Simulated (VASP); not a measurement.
Crystal: Cr.

```
Cr
1.0
    -1.39425    1.39425    1.39425
     1.39425   -1.39425    1.39425
     1.39425    1.39425   -1.39425
Cr
1
Direct
  0.00000 0.00000 0.00000
```

Base run:

- Program: VASP 6.6.1
- Functional: LDA
- Potentials or basis: VASP PAW LDA potentials, release 64 (Cr_pv)
- Cutoff: 520 eV
- k mesh: 16 × 16 × 16
- Occupations: fermi-dirac, width 0.6 eV
- Spin: no spin polarisation

Its results: band gap on the k mesh zero (band 6 reaches 14.64 eV, above the bottom of band 7 at 10.89 eV); pressure 13.9 GPa.

Problem. The run is repeated on the same cell with these changes: occupations from fermi-dirac, width 0.6 eV to fermi-dirac, width 0.3 eV. What comes out?

Solution. Band gap on the k mesh zero (band 6 reaches 14.48 eV, above the bottom of band 7 at 10.77 eV); pressure 2.4 GPa.

Caveats: the run has no spin polarisation, though such a crystal can be magnetic.
